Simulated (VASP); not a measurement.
Input of a VASP 6.6.1 run:

File INCAR:

```
PREC     = Accurate       # precision mode
ENCUT    = 520            # plane-wave cutoff, eV
EDIFF    = 1E-6           # SCF threshold, eV
ISMEAR   = -1             # smearing method
SIGMA    = 0.1            # smearing width, eV
LREAL    = F              # projectors in reciprocal space
LASPH    = T              # aspherical terms in the spheres
NELM     = 80             # most SCF steps
ALGO     = Normal         # electronic algorithm
ISIF     = 2              # what is computed and relaxed
LWAVE    = F              # write WAVECAR
LCHARG   = F              # write CHGCAR
GGA      = PE             # functional
NBANDS   = 8              # bands
```

The input KPOINTS:

```
Automatic mesh
0
Gamma
  21 21 21
```

Contents of POSCAR:

```
As
1.0
    0.0000000000      2.1858624976      2.1858624976
    2.1858624976      0.0000000000      2.1858624976
    2.1858624976      2.1858624976      0.0000000000
As
1
Direct
    0.0000000000      0.0000000000      0.0000000000
```

Potentials or basis: VASP PAW PBE potentials, release 64 (As).

The run is started by

```console
$ cat potpaw_PBE.64/As/POTCAR > POTCAR
$ mpirun -np 1 vasp_std > vasp.out
```

Problem. What does it give for the pressure?

Solution. -5.2 GPa.
